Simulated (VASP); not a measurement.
Runs of VASP 6.6.1 on NaCaI3. The structure is cubic, space group Pm-3m (No. 221). Conventional cell: a = 6.126 Å, b = 6.126 Å, c = 6.126 Å, α = 90.00°, β = 90.00°, γ = 90.00°. Within 5.7 Å of Na (site symmetry m-3m) lie 12 I at 4.33 Å and 8 Ca at 5.31 Å. Ca (site symmetry m-3m) has 6 I at 3.06 Å within 4.0 Å. I (site symmetry 4/mmm) has 2 Ca at 3.06 Å within 4.0 Å. 

```csv
level,smearing,share of exact exchange,screening parameter,gap on the mesh (eV),pressure (GPa)
HSE06,gaussian 0.01 eV,0.25,0.2079 1/Å,3.34,0.2
PBE-based screened hybrid with 100 % exact exchange,gaussian 0.01 eV,1,0.1 1/Å,(a),-0.7
r2SCAN50,gaussian 0.01 eV,0.5,-,5.85,-0.2
HSE06,gaussian 0.05 eV,0.25,0.2079 1/Å,3.34,0.2
```

Alike in all rows: task single point; potentials or basis VASP PAW PBE potentials, release 64 (Na_pv, Ca_sv, I); no spin polarisation; cell as given; k mesh 2 × 2 × 2; cutoff (eV) 520.

Estimate the missing entries.

(a) 7.81.

Caveats: all runs use coarse meshes; the PAW data sets were made with another functional, which shifts forces and pressure a little; spin-orbit coupling is left out, which moves the levels of the heavy elements.

A k mesh can miss the band edges, and the runs leave out spin-orbit coupling on I.
